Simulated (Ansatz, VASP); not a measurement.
**Rh: VASP beside Ansatz**

Contents of INCAR:

```
PREC = Accurate ; ENCUT = 600
EDIFF = 1E-7 ; ISMEAR = 0
SIGMA = 0.1 ; LREAL = False
LASPH = True ; NELM = 60
ALGO = Normal ; ISIF = 3
LWAVE = False ; LCHARG = False
GGA = PS ; IBRION = 2
NSW = 100 ; EDIFFG = -0.002
```

The input KPOINTS:

```
regular mesh
0
Gamma
  18 18 18
```

The input POSCAR:

```
Rh
1.0
    0.0000000000      1.9029860900      1.9029860900
    1.9029860900      0.0000000000      1.9029860900
    1.9029860900      1.9029860900      0.0000000000
Rh
1
Direct
    0.0000000000      0.0000000000      0.0000000000
```

Input for Ansatz:

```yaml
crystal:
  lattice:
    - [0.0, 1.90298609, 1.90298609]
    - [1.90298609, 0.0, 1.90298609]
    - [1.90298609, 1.90298609, 0.0]
  atoms:
    - { symbol: Rh, position: [0.0, 0.0, 0.0] }
basis:
  ecutwfc: 420
kpoints:
  mp_grid: { grid: [18, 18, 18] }
hamiltonian:
  xc: pbesol
  pseudopotentials: { kind: paw, azcp: { folder: soft_1 } }
scf:
  occupations: { method: gaussian, width: 0.1 }
output:
  forces: true
  stress: true
  eigenvalues: true
relax:
  adjacent_minimum: "off"
  f_tol: 0.002
  max_steps: 80
  cell: { stress_tol: 0.02 }
```

Alike in both runs: task relaxation of cell and atoms; functional PBEsol; k mesh 18 × 18 × 18; occupations gaussian, width 0.1 eV; no spin polarisation.

|  | VASP | Ansatz |
| --- | --- | --- |
| version | VASP 6.6.1 | Ansatz 0.2.0 |
| potentials or method | VASP PAW PBE potentials, release 64 (Rh_pv), cutoff 600 eV | scalar-relativistic, plane waves, PAW |
| valence electrons in the cell | 15 | 17 |

|  | VASP | Ansatz | Ansatz less VASP |
| --- | --- | --- | --- |
| gap on the k mesh at the Fermi level, each at its own relaxed structure (eV) | none | none | - |
| relaxed volume (Å³/atom) | 13.49 | 13.50 | +0.010 |
| relaxed cell length with the largest relative difference (Å) | 2.672 | 2.673 | +0.0007 |

VASP's potentials were made for PBE, not for PBEsol, and Ansatz warns of the same on its side. A gap of «none» marks a metal or a gap that the smearing closes. VASP's potentials hold 15 valence electrons a cell and Ansatz's 17, so a difference there can come from the potentials and not from the codes.
